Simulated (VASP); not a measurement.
A run of VASP 6.6.1:

INCAR

```
ALGO = Normal
EDIFF = 1E-7
ENCUT = 520
GGA = PS
ISIF = 2
ISMEAR = -1
ISPIN = 2
LASPH = True
LCHARG = False
LMAXMIX = 4
LORBIT = 11
LREAL = False
LWAVE = False
MAGMOM = 1 0 0
NBANDS = 22
NELM = 150
PREC = Accurate
SIGMA = 0.05
```

Contents of KPOINTS:

```
k-points
0
Gamma
  11 11 11
```

POSCAR

```
NiO2
1.0
    1.3735059906      0.7929940534      6.8319222610
   -1.3735059906      0.7929940534      6.8319222610
    0.0000000000     -1.5859881068      6.8319222610
Ni O
1 2
Direct
    0.0000000000      0.0000000000      0.0000000000
    0.3787890000      0.3787890000      0.3787890000
    0.6212110000      0.6212110000      0.6212110000
```

Potentials or basis: VASP PAW PBE potentials, release 64 (Ni, O).

Command:

```bash
$ cat potpaw_PBE.64/Ni/POTCAR potpaw_PBE.64/O/POTCAR > POTCAR
$ mpirun -np 1 vasp_std > vasp.out
```

Hardware: 1 thread of Intel(R) Xeon(R) Platinum 8259CL CPU @ 2.50GHz (Skylake/Cascade Lake) (shared host).

Problem. How long does it take, and how much memory?

Solution. Run time: 30 min on 1 thread of Intel(R) Xeon(R) Platinum 8259CL CPU @ 2.50GHz (Skylake/Cascade Lake), with other jobs on the host, peak memory 0.63 GiB. Counts: scf iterations 19, k points 146.
